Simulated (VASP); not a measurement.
## Pd: relaxation of cell and atoms with PBE+D3(BJ)

Pd:

```
Pd
1.0
     0.00000    1.94650    1.94650
     1.94650    0.00000    1.94650
     1.94650    1.94650    0.00000
Pd
1
Direct
  0.00000 0.00000 0.00000
```

```yaml
Program: VASP 6.6.1
Task: relaxation of cell and atoms
Functional: PBE
Dispersion: D3(BJ)
Potentials_or_basis: VASP PAW PBE potentials, release 64 (Pd)
Cutoff: 600 eV
k_mesh: 15 × 15 × 15
Occupations: fermi-dirac, width 0.1 eV
Spin: no spin polarisation
Dipole_correction: no
Further_INCAR_settings: ALGO = Normal; EDIFF = 1e-07; IBRION = 2; EDIFFG = -0.01; NSW = 80; ISIF = 3
```

| Item | Value |
| --- | --- |
| Relaxed volume | 14.70 Å³/atom |
| Relaxed cell | a = 2.750 Å, b = 2.750 Å, c = 2.750 Å, α = 60.00°, β = 60.00°, γ = 60.00° |
| Space group after relaxing (to 0.05 Å) | Fm-3m (No. 225) |
| Energy gained by relaxing | 0.1 meV/atom |
| Ionic steps | 3 |
| Pressure after relaxing | 0.0 GPa |
| Band gap on the k mesh | zero (band 5 reaches 10.09 eV, above the bottom of band 6 at 8.53 eV) |
| Dispersion energy per atom | -0.670 eV |

Final structure:
```cif
data_structure
_symmetry_space_group_name_H-M 'P 1'
_symmetry_Int_Tables_number 1
_cell_length_a 2.7498
_cell_length_b 2.7498
_cell_length_c 2.7498
_cell_angle_alpha 60.000
_cell_angle_beta 60.000
_cell_angle_gamma 60.000
_cell_volume 14.70
loop_
_atom_site_label
_atom_site_type_symbol
_atom_site_fract_x
_atom_site_fract_y
_atom_site_fract_z
_atom_site_occupancy
Pd1 Pd 0.00000 0.00000 0.00000 1
```

Levels at points of the mesh, in eV from the Fermi level:
```csv
k point,band 2,band 3,band 4,band 5,band 6,band 7,band 8,band 9
"(0.00, 0.00, 0.00)",-2.87,-2.87,-2.87,-1.26,-1.26,17.18,21.97,21.97
```

It took 14 s on 1 thread of Intel(R) Xeon(R) 6975P-C (Granite Rapids), with other jobs on the host, peak memory 0.16 GiB.

Caveat: pairwise dispersion overbinds metals, which lowers pressure and volume.
